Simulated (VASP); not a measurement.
Wanted: the native input for a VASP 6.6.1 run.

```
Task                   : single point
Functional             : LDA
Potentials or basis    : VASP PAW LDA potentials, release 64 (Mg, Sb)
Cutoff                 : 600 eV
k mesh                 : 6 × 6 × 4
Occupations            : fermi-dirac, width 0.02 eV
Spin                   : no spin polarisation
Dipole correction      : no
Further INCAR settings : ALGO = Normal; EDIFF = 1e-06; NBANDS = 16
```

The structure of Mg3Sb2 lies in POSCAR:

```
Mg3Sb2
1.0
    4.5022334171      0.0000000000      0.0000000000
   -2.2511167086      3.8990485130      0.0000000000
    0.0000000000      0.0000000000      7.1057673877
Mg Sb
3 2
Direct
    0.3333333333      0.6666666667      0.6324077804
    0.6666666667      0.3333333333      0.3675922196
    0.0000000000      0.0000000000      0.0000000000
    0.3333333333      0.6666666667      0.2244832646
    0.6666666667      0.3333333333      0.7755167354
```

These files were run (other wordings do the same):

INCAR

```
ALGO = Normal
EDIFF = 1E-6
ENCUT = 600
GGA = CA
GGA_COMPAT = F
ISIF = 2
ISMEAR = -1
LASPH = T
LCHARG = T
LELF = T
LREAL = F
LVHAR = T
LWAVE = F
NBANDS = 16
NELM = 120
PREC = Accurate
SIGMA = 0.02
```

KPOINTS

```
k-points
0
Gamma
  6 6 4
```

Potentials or basis: VASP PAW LDA potentials, release 64 (Mg, Sb).

Command:

```bash
$ cat potpaw_LDA.64/Mg/POTCAR potpaw_LDA.64/Sb/POTCAR > POTCAR
$ mpirun -np 1 vasp_std > vasp.out
```

It gave:

```json
{
 "Pressure": "0.0 GPa",
 "Largest force": "0.020 eV/Å",
 "Band gap on the k mesh": "0.14 eV (least direct gap 1.20 eV)"
}
```

Caveat: spin-orbit coupling is left out, which moves the levels of the heavy elements.

Run time: 46 s on 1 thread of Intel(R) Xeon(R) 6975P-C (Granite Rapids), with other jobs on the host, peak memory 0.24 GiB.
